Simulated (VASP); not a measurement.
Crystal: Zr7B.

```xyz
8
Lattice="4.3919 2.5357 2.6694 -4.3919 2.5357 2.6694 0.0000 -5.0714 2.6694" Properties=species:S:1:pos:R:3 pbc="T T T"
Zr   -1.6592    0.9579    2.7383
Zr    0.0000   -1.9159    2.7383
Zr    1.6592    0.9579    2.7383
Zr    1.6592   -0.9579    5.2699
Zr   -1.6592   -0.9579    5.2699
Zr    0.0000    1.9159    5.2699
Zr    0.0000    0.0000    0.0000
B     0.0000    0.0000    4.0041
```

The cell was built from a structure type or drawn by symmetry, and may not be a known phase.

| Property | Result |
| --- | --- |
| Program | VASP 6.6.1 |
| Task | relaxation of cell and atoms |
| Functional | PBE |
| Potentials or basis | VASP PAW PBE potentials, release 64 (Zr_sv, B) |
| Cutoff | 600 eV |
| k mesh | 6 × 6 × 6 |
| Occupations | gaussian, width 0.1 eV |
| Spin | no spin polarisation |

At the start: pressure 0.4 GPa; volume 22.30 Å³/atom.

Problem. Where does the relaxation end?

Solution. Over 5 steps the energy falls by 2.3 meV/atom and the volume is 22.32 Å³/atom (+0.1 %); space group R-3m (No. 166, to 0.1 Å) before and after.

Step by step:
| step | energy change (eV) | largest force (eV/Å) | pressure (GPa) | volume (Å³) |
| --- | --- | --- | --- | --- |
| 1 | 0.0000 | 0.0678 | 0.40 | 178.37 |
| 2 | -0.0084 | 0.0112 | -0.45 | 179.81 |
| 3 | -0.0086 | 0.0211 | -0.62 | 180.09 |
| 4 | -0.0149 | 0.0147 | -0.34 | 179.47 |
| 5 | -0.0182 | 0.0079 | 0.02 | 178.60 |

Final structure:
```
Zr B
1.0
     4.44106    2.56405    2.61406
    -4.44106    2.56405    2.61406
     0.00000   -5.12810    2.61406
Zr B
7 1
Direct
  0.21532 0.59444 0.21532
  0.21532 0.21532 0.59444
  0.59444 0.21532 0.21532
  0.78468 0.40556 0.78468
  0.40556 0.78468 0.78468
  0.78468 0.78468 0.40556
  0.00000 0.00000 0.00000
  0.50000 0.50000 0.50000
```
